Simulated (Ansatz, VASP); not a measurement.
# WSe2 in VASP and in Ansatz

```xyz
3
Lattice="3.2703 0.0000 0.0000 -1.6351 2.8321 0.0000 0.0000 0.0000 16.6612" Properties=species:S:1:pos:R:3 pbc="T T T"
W     0.0000    0.0000   -0.0500
Se    0.0000    1.8881    1.6728
Se    0.0000    1.8881   14.9884
```

Change from the starting cell: all W atoms moved -0.050 Å, as atom 1 along Cartesian [0 0 1].

Alike in both runs: task single point; functional PBEsol; k mesh 12 × 12 × 2; occupations gaussian, width 0.05 eV; no spin polarisation.

|  | VASP | Ansatz |
| --- | --- | --- |
| version | VASP 6.6.1 | Ansatz 0.2.0 |
| potentials or method | VASP PAW PBE potentials, release 64 (W_sv, Se), cutoff 520 eV | scalar-relativistic, plane waves, PAW |
| valence electrons in the cell | 26 | 46 |

Ansatz gave:

- gap on the k mesh at the Fermi level (eV): 1.67
- least direct gap on the mesh (eV): 1.69
- rms of the force components (eV/Å): 0.606

What did VASP give for the same quantities?

gap on the k mesh at the Fermi level (eV): 1.67; least direct gap on the mesh (eV): 1.69; rms of the force components (eV/Å): 0.613.

VASP's potentials were made for PBE, not for PBEsol. Atom by atom the forces differ by 0.030 eV/Å (rms over components). The functional is the same, so the differences come from potentials, cutoffs and numerics. VASP's potentials hold 26 valence electrons a cell and Ansatz's 46, so a difference there can come from the potentials and not from the codes.

Spin-orbit coupling is off throughout.
